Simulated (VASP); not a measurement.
# NaLi12S6 (Im-3m) in VASP: single point with PBE

Aim: the single point of NaLi12S6 with PBE.

All numbers are computed with VASP 6.6.1; they aren't measurements. Logs are shortened: lines on timing, memory, paths and dates and some standing lists are left out, and cuts for length are marked.

## (1) The cell of the first run

The structure is cubic, space group Im-3m (No. 229). Conventional cell: a = 12.547 Å, b = 12.547 Å, c = 12.547 Å, α = 90.00°, β = 90.00°, γ = 90.00°. Within 2.9 Å of Li (site symmetry mm2) lie 2 S at 2.22 Å. Within 2.9 Å of S (site symmetry -4m2) lie 4 Li at 2.22 Å.

The cell was built from a structure type or drawn by symmetry, and may not be a known phase.

## (2) Single point, PBE

Contents of INCAR:

```
SYSTEM = NaLi12S6
PREC = Accurate ; ENCUT = 520
EDIFF = 1E-6 ; ISMEAR = 0
SIGMA = 0.1 ; LREAL = Auto
LASPH = .TRUE. ; NELM = 100
ALGO = Normal ; ISIF = 2
LWAVE = .FALSE. ; LCHARG = .FALSE.
GGA = PE ; NBANDS = 54
```

Contents of KPOINTS:

```
regular mesh
0
G
  2 2 2
  0 0 0
```

Contents of POSCAR:

```
NaLi12S6
1.0
   -6.2734513600      6.2734513600      6.2734513600
    6.2734513600     -6.2734513600      6.2734513600
    6.2734513600      6.2734513600     -6.2734513600
Na Li S
1 12 6
Direct
    0.0000000000      0.0000000000      0.0000000000
    0.6250000000      0.0000000000      0.3750000000
    0.6250000000      0.6250000000      0.2500000000
    0.3750000000      0.7500000000      0.3750000000
    0.3750000000      0.6250000000      0.0000000000
    0.7500000000      0.3750000000      0.3750000000
    0.6250000000      0.2500000000      0.6250000000
    0.0000000000      0.3750000000      0.6250000000
    0.6250000000      0.3750000000      0.0000000000
    0.0000000000      0.6250000000      0.3750000000
    0.3750000000      0.0000000000      0.6250000000
    0.3750000000      0.3750000000      0.7500000000
    0.2500000000      0.6250000000      0.6250000000
    0.5000000000      0.7500000000      0.2500000000
    0.7500000000      0.2500000000      0.5000000000
    0.7500000000      0.5000000000      0.2500000000
    0.5000000000      0.2500000000      0.7500000000
    0.2500000000      0.7500000000      0.5000000000
    0.2500000000      0.5000000000      0.7500000000
```

Potentials or basis: VASP PAW PBE potentials, release 64 (Na_pv, Li_sv, S).

Command:

```sh
$ cat potpaw_PBE.64/Na_pv/POTCAR potpaw_PBE.64/Li_sv/POTCAR potpaw_PBE.64/S/POTCAR > POTCAR
$ mpirun -np 1 vasp_std > vasp.out
```

OUTCAR:

```text
SYSTEM = NaLi12S6
   PREC = Accurate
   ENCUT = 520
   EDIFF = 1E-6
   ISMEAR = 0
   LREAL = Auto
   LASPH = .TRUE.
   NELM = 100
   ISIF = 2
   GGA = PE

 ion  position               nearest neighbor table
   1  0.000  0.000  0.000-
   2  0.625  0.000  0.375-  14 2.22  15 2.22
   3  0.625  0.625  0.250-  14 2.22  16 2.22
   4  0.375  0.750  0.375-  14 2.22  18 2.22
   5  0.375  0.625  0.000-  14 2.22  19 2.22
   6  0.750  0.375  0.375-  15 2.22  16 2.22
   7  0.625  0.250  0.625-  15 2.22  17 2.22
   8  0.000  0.375  0.625-  15 2.22  19 2.22
   9  0.625  0.375  0.000-  16 2.22  17 2.22
  10  0.000  0.625  0.375-  16 2.22  18 2.22
  11  0.375  0.000  0.625-  17 2.22  18 2.22
  12  0.375  0.375  0.750-  17 2.22  19 2.22
  13  0.250  0.625  0.625-  18 2.22  19 2.22
  14  0.500  0.750  0.250-   3 2.22   4 2.22   5 2.22   2 2.22
  15  0.750  0.250  0.500-   6 2.22   7 2.22   2 2.22   8 2.22
  16  0.750  0.500  0.250-   3 2.22   6 2.22   9 2.22  10 2.22
  17  0.500  0.250  0.750-   7 2.22   9 2.22  12 2.22  11 2.22
  18  0.250  0.750  0.500-   4 2.22  13 2.22  11 2.22  10 2.22
  19  0.250  0.500  0.750-   5 2.22  12 2.22  13 2.22   8 2.22

  LATTYP: Found a body centered cubic cell.
 ALAT       =    12.5469027200

  Lattice vectors:

 A1 = (  -6.2734513600,   6.2734513600,   6.2734513600)
 A2 = (   6.2734513600,  -6.2734513600,   6.2734513600)
 A3 = (   6.2734513600,   6.2734513600,  -6.2734513600)

Analysis of symmetry for initial positions (statically):
=====================================================================
 Subroutine PRICEL returns:
 Original cell was already a primitive cell.

 Routine SETGRP: Setting up the symmetry group for a
 body centered cubic supercell.

 Subroutine GETGRP returns: Found 48 space group operations
 (whereof 48 operations were pure point group operations)
 out of a pool of 48 trial point group operations.

The static configuration has the point symmetry O_h .

Analysis of symmetry for dynamics (positions and initial velocities):
=====================================================================
 Subroutine PRICEL returns:
 Original cell was already a primitive cell.

 Routine SETGRP: Setting up the symmetry group for a
 body centered cubic supercell.

 Subroutine GETGRP returns: Found 48 space group operations
 (whereof 48 operations were pure point group operations)
 out of a pool of 48 trial point group operations.

The dynamic configuration has the point symmetry O_h .

 Subroutine INISYM returns: Found 48 space group operations
 (whereof 48 operations are pure point group operations),
 and found     1 'primitive' translations

----------------------------------------------------------------------------------------

                                     Primitive cell

  volume of cell :     987.5966

  direct lattice vectors                    reciprocal lattice vectors
    -6.273451360  6.273451360  6.273451360     0.000000000  0.079700945  0.079700945
     6.273451360 -6.273451360  6.273451360     0.079700945  0.000000000  0.079700945
     6.273451360  6.273451360 -6.273451360     0.079700945  0.079700945  0.000000000

  length of vectors
    10.865936494 10.865936494 10.865936494     0.112714157  0.112714157  0.112714157

  position of ions in fractional coordinates (direct lattice)
     0.000000000  0.000000000  0.000000000
     0.625000000  0.000000000  0.375000000
     0.625000000  0.625000000  0.250000000
     0.375000000  0.750000000  0.375000000
     0.375000000  0.625000000  0.000000000
     0.750000000  0.375000000  0.375000000
[... 11 lines left out ...]
     0.250000000  0.750000000  0.500000000
     0.250000000  0.500000000  0.750000000

  ion indices of the primitive-cell ions
   primitive index   ion index
                 1           1
                 2           2
                 3           3
                 4           4
                 5           5
                 6           6
[... 11 lines left out ...]
                18          18
                19          19

----------------------------------------------------------------------------------------

 KPOINTS: regular mesh

Automatic generation of k-mesh.
 Grid dimensions read from file:
 generate k-points for:    2    2    2

 Generating k-lattice:

  Cartesian coordinates                     Fractional coordinates (reciprocal lattice)
     0.000000000  0.039850472  0.039850472     0.500000000  0.000000000  0.000000000
     0.039850472  0.000000000  0.039850472     0.000000000  0.500000000  0.000000000
     0.039850472  0.039850472  0.000000000     0.000000000  0.000000000  0.500000000

  Length of vectors
     0.056357078  0.056357078  0.056357078

  Shift w.r.t. Gamma in fractional coordinates (k-lattice)
     0.000000000  0.000000000  0.000000000

 Subroutine IBZKPT returns following result:
 ===========================================

 Found      3 irreducible k-points:

 Following reciprocal coordinates:
            Coordinates               Weight
  0.000000  0.000000  0.000000      1.000000
  0.500000  0.000000  0.000000      6.000000
  0.500000  0.500000  0.500000      1.000000
   k-points           NKPTS =      3   k-points in BZ     NKDIM =      3   number of bands    NBANDS=     54
   number of dos      NEDOS =    301   number of ions     NIONS =     19
   total plane-waves  NPLWV = 592704
   dimension x,y,z NGX =    84 NGY =   84 NGZ =   84
   dimension x,y,z NGXF=   168 NGYF=  168 NGZF=  168
   ions per type =               1  12   6
   NGX,Y,Z   is equivalent  to a cutoff of  12.85, 12.85, 12.85 a.u.
   NGXF,Y,Z  is equivalent  to a cutoff of  25.70, 25.70, 25.70 a.u.
 SYSTEM =  NaLi12S6
   PREC   = accura    normal or accurate (medium, high low for compatibility)
   ISTART =      0    job   : 0-new  1-cont  2-samecut
   ICHARG =      2    charge: 1-file 2-atom 10-const
   ISPIN  =      1    spin polarized calculation?
   LNONCOLLINEAR =      F non collinear calculations
   LSORBIT =      F    spin-orbit coupling
   LASPH  =      T    aspherical Exc in radial PAW
   ENCUT  =  520.0 eV  38.22 Ry    6.18 a.u.  20.20 20.20 20.20*2*pi/ulx,y,z
   NELM   =    100;   NELMIN=  2; NELMDL= -5     # of ELM steps
   EDIFF  = 0.1E-05   stopping-criterion for ELM
   LREAL  =      T    real-space projection
   EDIFFG = 0.1E-04   stopping-criterion for IOM
   NSW    =      0    number of steps for IOM
   IBRION =     -1    ionic relax: 0-MD 1-quasi-New 2-CG
   NFREE  =      0    steps in history (QN), initial steepest desc. (CG)
   ISIF   =      2    stress and relaxation
   ISYM   =      2    0-nonsym 1-usesym 2-fastsym
   POTIM  = 0.5000    time-step for ionic-motion
   TEBEG  =    0.0;   TEEND  =   0.0 temperature during run
   PSTRESS=    0.0 pullay stress
   NELECT =      79.0000    total number of electrons
   NUPDOWN=      -1.0000    fix difference up-down
   EMIN   =  10.00;   EMAX   =-10.00  energy-range for DOS
   EFERMI =   0.00;   METHOD = LEGACY
   ISMEAR =     0;   SIGMA  =   0.10  broadening in eV -4-tet -1-fermi 0-gaus
   EFERMI_NEDOS =   21; number of points for ismear=-14 and -15
   IALGO  =     38    algorithm
   IMIX   =      4    mixing-type and parameters
     AMIX     =   0.40;   BMIX     =  1.00
     AMIX_MAG =   1.60;   BMIX_MAG =  1.00
  volume/ion in A,a.u.               =      51.98       350.77
  Fermi-wavevector in a.u.,A,eV,Ry     =   0.705381  1.332978  6.769754  0.497563
  Thomas-Fermi vector in A             =   1.790878
   LORBIT       =      0    0 simple, 1 ext, 2 COOP (PROOUT), +10 PAW based schemes
   GGA     = PE    functional components
   LHFCALC =     F    Hartree Fock is set to
   AEXX    =    0.0000 exact exchange contribution
   IVDW    =     0    specifies the selected vdW correction
   LEPSILON=     F    determine dielectric tensor
   LRPA    =     F    only Hartree local field effects (RPA)
 non-spin polarized calculation
 Gauss-broadening in eV      SIGMA  =   0.10
  energy-cutoff  :      520.00
  volume of cell :      987.60
 maximum number of plane-waves:     26624
 NGX is ok and might be reduce to    84
   NGX = 41   NGY = 41   NGZ = 41

 number of electron      79.0000074 magnetization

 Free energy of the ion-electron system (eV)
  ---------------------------------------------------
  ext. energy  EPLUGINS =         0.00000000
  ---------------------------------------------------
  free energy    TOTEN  =       -65.50925594 eV

  energy without entropy =      -65.45869181  energy(sigma->0) =      -65.48397388

 E-fermi :  -0.8093     XC(G=0):  -4.1666

 val. band max:       -0.9225457564   @ k =   0.0000   0.0000   0.0000
 cond. band min:      -0.8000656644   @ k =   0.5000   0.0000   0.0000
 fundamental gap:      0.1224800919
 Fermi energy:        -0.8093025246

 k-point     1 :       0.0000    0.0000    0.0000
  band No.  band energies     occupation
      1     -47.3873      2.00000
      2     -47.3863      2.00000
      3     -47.3863      2.00000
      4     -47.3842      2.00000
      5     -47.3842      2.00000
      6     -47.3842      2.00000
[... 43 lines left out ...]
     50       1.9484      0.00000
     51       2.3605      0.00000

 k-point     2 :       0.5000    0.0000    0.0000
  band No.  band energies     occupation
      1     -47.3871      2.00000
      2     -47.3867      2.00000
      3     -47.3864      2.00000
      4     -47.3841      2.00000
      5     -47.3838      2.00000
      6     -47.3838      2.00000
[... 43 lines left out ...]
     50       2.0411      0.00000
     51       2.2862      0.00000

 k-point     3 :       0.5000    0.5000    0.5000
  band No.  band energies     occupation
      1     -47.3870      2.00000
      2     -47.3870      2.00000
      3     -47.3859      2.00000
      4     -47.3841      2.00000
      5     -47.3841      2.00000
      6     -47.3841      2.00000
[... 43 lines left out ...]
     50       2.2396      0.00000
     51       2.2396      0.00000
 [bands above 51 left out]

------------------------ aborting loop because EDIFF is reached ----------------------------------------

  FORCE on cell =-STRESS in cart. coord.  units (eV):
  Direction    XX          YY          ZZ          XY          YZ          ZX
  --------------------------------------------------------------------------------------
  -------------------------------------------------------------------------------------
  Total        3.3909787      3.3909787      3.3909787      0.0000000     -0.0000000     -0.0000000
  in kB        5.5011824      5.5011824      5.5011824      0.0000000     -0.0000000     -0.0000000
  external PRESSURE =       5.5011824 kB  Pullay stress =       0.0000000 kB

 VOLUME and BASIS-vectors are now :
 -----------------------------------------------------------------------------
  energy-cutoff  :      520.00
  volume of cell :      987.60
      direct lattice vectors                 reciprocal lattice vectors
    -6.273451360  6.273451360  6.273451360     0.000000000  0.079700945  0.079700945
     6.273451360 -6.273451360  6.273451360     0.079700945  0.000000000  0.079700945
     6.273451360  6.273451360 -6.273451360     0.079700945  0.079700945  0.000000000

 POSITION                                       TOTAL-FORCE (eV/Angst)
 -----------------------------------------------------------------------------------
      0.00000      0.00000      0.00000        -0.000000     -0.000000      0.000000
     -1.56836      6.27345      1.56836        -0.259980     -0.000000      0.259980
      1.56836      1.56836      6.27345         0.259980      0.259980      0.000000
      4.70509      0.00000      4.70509        -0.259980     -0.000000     -0.259980
      1.56836     -1.56836      6.27345         0.259980     -0.259980      0.000000
      0.00000      4.70509      4.70509        -0.000000     -0.259980     -0.259980
[... 11 lines left out ...]
      6.27345     -0.00000      3.13673        -0.000000     -0.000000      0.000000
      6.27345      3.13673      0.00000        -0.000000     -0.000000      0.000000
 -----------------------------------------------------------------------------------
    total drift:                               -0.000000     -0.000000      0.000000

  FREE ENERGIE OF THE ION-ELECTRON SYSTEM (eV)
  ---------------------------------------------------
  free  energy   TOTEN  =       -65.5092559391 eV

  energy  without entropy=      -65.4586918147  energy(sigma->0) =      -65.48397388
```

Run time: 13 min. Hardware: 1 thread of Intel Xeon 8259CL, shared host; peak memory 1.1 GiB.

What came out:

```
Free energy            : -65.5093 eV
Band gap on the k mesh : zero (an odd number of electrons rules out a gap without spin polarisation)
```

Levels at points of the mesh, in eV from the Fermi level:
```
           k point  band 36  band 37  band 38  band 39  band 40  band 41  band 42  band 43
(0.00, 0.00, 0.00)    -2.73    -2.68    -2.68    -2.68    -0.11     0.95     1.81     1.95
(0.50, 0.00, 0.00)    -2.78    -2.70    -2.65    -2.64     0.01     1.06     1.61     1.77
(0.50, 0.50, 0.50)    -2.74    -2.65    -2.65    -2.65     0.02     1.29     1.29     1.73
```

Caveat: the cutoff is under 1.25 times the usual one of these potentials, so pressure, stress and relaxed cells hold a basis-set (Pulay) error.
